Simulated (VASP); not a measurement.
# NaCl (Fm-3m) in VASP: further runs

Aim: see how the results for NaCl move with the level of theory and the settings. Levels: HSE06, PBE-based screened hybrid. Tasks: single point.

All numbers are computed with VASP 6.6.1; they aren't measurements. Logs are shortened: lines on timing, memory, paths and dates and some standing lists are left out, and cuts for length are marked.

**1. The cell of the first run**

It takes space group Fm-3m (No. 225, cubic). The conventional cell has a = 5.605 Å, b = 5.605 Å, c = 5.605 Å, α = 90.00°, β = 90.00°, γ = 90.00°. Within 3.7 Å of Na (site symmetry m-3m) lie 6 Cl at 2.80 Å. Cl (site symmetry m-3m) has 6 Na at 2.80 Å within 3.7 Å.

**2. Single point, HSE06**

The input, POSCAR:

```
NaCl
1.0
    0.0000000000      2.8026988303      2.8026988303
    2.8026988303      0.0000000000      2.8026988303
    2.8026988303      2.8026988303      0.0000000000
Na Cl
1 1
Direct
    0.0000000000      0.0000000000      0.0000000000
    0.5000000000      0.5000000000      0.5000000000
```

The input, INCAR.step1:

```
SYSTEM = NaCl
PREC     = Accurate       ! precision mode
ENCUT    = 520            ! plane-wave cutoff, eV
EDIFF    = 1E-5           ! SCF threshold, eV
ISMEAR   = 0              ! smearing method
SIGMA    = 0.01           ! smearing width, eV
LREAL    = .FALSE.        ! projectors in reciprocal space
LASPH    = .TRUE.         ! aspherical terms in the spheres
NELM     = 60             ! most SCF steps
ALGO     = Normal         ! electronic algorithm
ISIF     = 2              ! what is computed and relaxed
LWAVE    = .TRUE.         ! write WAVECAR
LCHARG   = .FALSE.        ! write CHGCAR
NBANDS   = 14             ! bands
GGA      = PE             ! functional
```

The input, INCAR.step2:

```
SYSTEM = NaCl
PREC     = Accurate       ! precision mode
ENCUT    = 520            ! plane-wave cutoff, eV
EDIFF    = 1E-7           ! SCF threshold, eV
ISMEAR   = 0              ! smearing method
SIGMA    = 0.01           ! smearing width, eV
LREAL    = .FALSE.        ! projectors in reciprocal space
LASPH    = .TRUE.         ! aspherical terms in the spheres
NELM     = 60             ! most SCF steps
ALGO     = Normal         ! electronic algorithm
ISIF     = 2              ! what is computed and relaxed
LWAVE    = .FALSE.        ! write WAVECAR
LCHARG   = .FALSE.        ! write CHGCAR
GGA      = PE             ! functional
LHFCALC  = .TRUE.         ! exact exchange
HFSCREEN = 0.2079         ! screening, 1/A
PRECFOCK = Normal       
NBANDS   = 14             ! bands
ISTART   = 1
```

The input, KPOINTS:

```
regular mesh
0
G
  4 4 4
  0 0 0
```

Potentials or basis: VASP PAW PBE potentials, release 64 (Na_pv, Cl).

The run is started by

```sh
$ cat potpaw_PBE.64/Na_pv/POTCAR potpaw_PBE.64/Cl/POTCAR > POTCAR
$ cp INCAR.step1 INCAR
$ mpirun -np 1 vasp_std > vasp.out
$ cp INCAR.step2 INCAR
$ mpirun -np 1 vasp_std > vasp.out
```

OUTCAR:

```text
SYSTEM = NaCl
   PREC = Accurate
   ENCUT = 520
   EDIFF = 1E-7
   ISMEAR = 0
   LREAL = .FALSE.
   LASPH = .TRUE.
   NELM = 60
   ISIF = 2
   GGA = PE
   LHFCALC = .TRUE.
   HFSCREEN = 0.2079
   PRECFOCK = Normal
   ISTART = 1

 ion  position               nearest neighbor table
   1  0.000  0.000  0.000-
   2  0.500  0.500  0.500-

  LATTYP: Found a face centered cubic cell.
 ALAT       =     5.6053976606

  Lattice vectors:

 A1 = (   0.0000000000,   2.8026988303,   2.8026988303)
 A2 = (   2.8026988303,   0.0000000000,   2.8026988303)
 A3 = (   2.8026988303,   2.8026988303,   0.0000000000)

Analysis of symmetry for initial positions (statically):
=====================================================================
 Subroutine PRICEL returns:
 Original cell was already a primitive cell.

 Routine SETGRP: Setting up the symmetry group for a
 face centered cubic supercell.

 Subroutine GETGRP returns: Found 48 space group operations
 (whereof 48 operations were pure point group operations)
 out of a pool of 48 trial point group operations.

The static configuration has the point symmetry O_h .

Analysis of symmetry for dynamics (positions and initial velocities):
=====================================================================
 Subroutine PRICEL returns:
 Original cell was already a primitive cell.

 Routine SETGRP: Setting up the symmetry group for a
 face centered cubic supercell.

 Subroutine GETGRP returns: Found 48 space group operations
 (whereof 48 operations were pure point group operations)
 out of a pool of 48 trial point group operations.

The dynamic configuration has the point symmetry O_h .

 Subroutine INISYM returns: Found 48 space group operations
 (whereof 48 operations are pure point group operations),
 and found     1 'primitive' translations

----------------------------------------------------------------------------------------

                                     Primitive cell

  volume of cell :      44.0311

  direct lattice vectors                    reciprocal lattice vectors
     0.000000000  2.802698830  2.802698830    -0.178399475  0.178399475  0.178399475
     2.802698830  0.000000000  2.802698830     0.178399475 -0.178399475  0.178399475
     2.802698830  2.802698830  0.000000000     0.178399475  0.178399475 -0.178399475

  length of vectors
[... 82 lines left out ...]
   IALGO  =     38    algorithm
   IMIX   =      1    mixing-type and parameters
     AMIX     =   0.40;   BMIX     =  1.00
     AMIX_MAG =   1.60;   BMIX_MAG =  1.00
  volume/ion in A,a.u.               =      22.02       148.57
  Fermi-wavevector in a.u.,A,eV,Ry     =   1.117372  2.111527 16.987145  1.248520
  Thomas-Fermi vector in A             =   2.253994
   LORBIT       =      0    0 simple, 1 ext, 2 COOP (PROOUT), +10 PAW based schemes
   GGA     = PE    functional components
   LHFCALC =     T    Hartree Fock is set to
   PRECFOCK=normal    Normal, Fast or Accurate (Low or Medium for compatibility)
   ENCUT4O =  -1.0   cutoff for four orbital integrals eV
   NKREDX  =     1    reduce k-point grid by
   NKREDY  =     1    reduce k-point grid by
   NKREDZ  =     1    reduce k-point grid by
   AEXX    =    0.2500 exact exchange contribution
   HFSCREEN=    0.2079 screening length (either q_TF or 0.3 A-1)
   HFSCREENC=   0.2079 screening length for correlation (either q_TF or 0.3 A-1)
   ENCUTFOCK=  -1.0 apply spherical cutoff to Coloumb kernel
   IVDW    =     0    specifies the selected vdW correction
   LEPSILON=     F    determine dielectric tensor
   LRPA    =     F    only Hartree local field effects (RPA)
 non-spin polarized calculation
 Gauss-broadening in eV      SIGMA  =   0.01
  energy-cutoff  :      520.00
  volume of cell :       44.03
 maximum number of plane-waves:      1243
 NGX is ok and might be reduce to    30
  NGX = 24; NGY = 24; NGZ = 24

 number of electron      14.0000003 magnetization

 Free energy of the ion-electron system (eV)
  ---------------------------------------------------
  ext. energy  EPLUGINS =         0.00000000
  ---------------------------------------------------
  free energy    TOTEN  =        -7.87417595 eV

  energy without entropy =       -7.87417595  energy(sigma->0) =       -7.87417595

 E-fermi :  -1.5302     XC(G=0):  -6.8590

 val. band max:       -1.6158854880   @ k =   0.0000   0.0000   0.0000
 cond. band min:       4.9362080293   @ k =   0.0000   0.0000   0.0000
 fundamental gap:      6.5520935173
 Fermi energy:        -1.5302257118

 k-point     1 :       0.0000    0.0000    0.0000
  band No.  band energies     occupation
      1     -24.4654      2.00000
      2     -24.4654      2.00000
      3     -24.4654      2.00000
      4     -15.5101      2.00000
      5      -1.6159      2.00000
      6      -1.6159      2.00000
      7      -1.6159      2.00000
      8       4.9362      0.00000
      9      11.0250      0.00000
     10      11.0250      0.00000
     11      11.0250      0.00000
     12      13.3758      0.00000
     13      13.3758      0.00000
     14      14.7313      0.00000
[... 105 lines left out ...]
      1     -24.4796      2.00000
      2     -24.4796      2.00000
      3     -24.4755      2.00000
      4     -15.0506      2.00000
      5      -2.9230      2.00000
      6      -2.9230      2.00000
      7      -2.4364      2.00000
      8       8.8061      0.00000
      9       9.5789      0.00000
     10       9.5789      0.00000
     11      11.4090      0.00000
     12      15.9611      0.00000
     13      15.9611      0.00000
     14      16.6326      0.00000

------------------------ aborting loop because EDIFF is reached ----------------------------------------

  FORCE on cell =-STRESS in cart. coord.  units (eV):
  Direction    XX          YY          ZZ          XY          YZ          ZX
  --------------------------------------------------------------------------------------
  -------------------------------------------------------------------------------------
  Total        0.1975172      0.1975172      0.1975172      0.0000000     -0.0000000      0.0000000
  in kB        7.1871421      7.1871421      7.1871421      0.0000000     -0.0000000      0.0000000
  external PRESSURE =       7.1871421 kB  Pullay stress =       0.0000000 kB

 VOLUME and BASIS-vectors are now :
 -----------------------------------------------------------------------------
  energy-cutoff  :      520.00
  volume of cell :       44.03
      direct lattice vectors                 reciprocal lattice vectors
     0.000000000  2.802698830  2.802698830    -0.178399475  0.178399475  0.178399475
     2.802698830  0.000000000  2.802698830     0.178399475 -0.178399475  0.178399475
     2.802698830  2.802698830  0.000000000     0.178399475  0.178399475 -0.178399475

 POSITION                                       TOTAL-FORCE (eV/Angst)
 -----------------------------------------------------------------------------------
      0.00000      0.00000      0.00000        -0.000000      0.000000     -0.000000
      2.80270      2.80270      2.80270         0.000000     -0.000000      0.000000
 -----------------------------------------------------------------------------------
    total drift:                               -0.000088     -0.000115     -0.000102

  FREE ENERGIE OF THE ION-ELECTRON SYSTEM (eV)
  ---------------------------------------------------
  free  energy   TOTEN  =        -7.8741759517 eV

  energy  without entropy=       -7.8741759517  energy(sigma->0) =       -7.87417595
```

OUTCAR.step1:

```text
SYSTEM = NaCl
   PREC = Accurate
   ENCUT = 520
   EDIFF = 1E-5
   ISMEAR = 0
   LREAL = .FALSE.
   LASPH = .TRUE.
[... 339 lines left out ...]
      0.00000      0.00000      0.00000        -0.000000      0.000000     -0.000000
      2.80270      2.80270      2.80270         0.000000     -0.000000      0.000000
 -----------------------------------------------------------------------------------
    total drift:                               -0.000000      0.000000      0.000000

  FREE ENERGIE OF THE ION-ELECTRON SYSTEM (eV)
  ---------------------------------------------------
  free  energy   TOTEN  =        -6.7675743840 eV

  energy  without entropy=       -6.7675743840  energy(sigma->0) =       -6.76757438
```

OSZICAR.step1:

```text
N       E                     dE             d eps       ncg     rms          rms(c)
DAV:   1     0.967574412396E+02    0.96757E+02   -0.71831E+03   224   0.103E+03
DAV:   2     0.122193359524E+01   -0.95536E+02   -0.89917E+02   242   0.273E+02
DAV:   3    -0.684018573747E+01   -0.80621E+01   -0.80082E+01   290   0.732E+01
DAV:   4    -0.696061686206E+01   -0.12043E+00   -0.12036E+00   266   0.944E+00
DAV:   5    -0.696304472988E+01   -0.24279E-02   -0.24278E-02   266   0.136E+00    0.216E+00
DAV:   6    -0.677356859594E+01    0.18948E+00   -0.31265E-01   266   0.327E+00    0.161E+00
DAV:   7    -0.676200574124E+01    0.11563E-01   -0.82703E-02   298   0.165E+00    0.110E+00
DAV:   8    -0.676758845579E+01   -0.55827E-02   -0.95425E-03   248   0.854E-01    0.296E-01
DAV:   9    -0.676747046836E+01    0.11799E-03   -0.21614E-04   290   0.114E-01    0.159E-01
DAV:  10    -0.676758484731E+01   -0.11438E-03   -0.30503E-04   254   0.137E-01    0.692E-02
DAV:  11    -0.676757407017E+01    0.10777E-04   -0.20300E-05   264   0.419E-02    0.128E-02
DAV:  12    -0.676757438398E+01   -0.31381E-06   -0.18107E-06   172   0.130E-02
   1 F= -.67675744E+01 E0= -.67675744E+01  d E =-.164374E-22
```

Wall time 2.1 min (1 thread of Intel Xeon Platinum 8559C (Emerald Rapids), shared host); peak memory 0.26 GiB.

Results:

* Free energy: -7.8742 eV
* Pressure: 0.7 GPa
* Band gap on the k mesh: 6.55 eV, direct

Caveat: the k points lie up to 0.49 Å⁻¹ apart; the PAW data sets were made with another functional, which shifts forces and pressure a little.

[end of part 1 of 2]
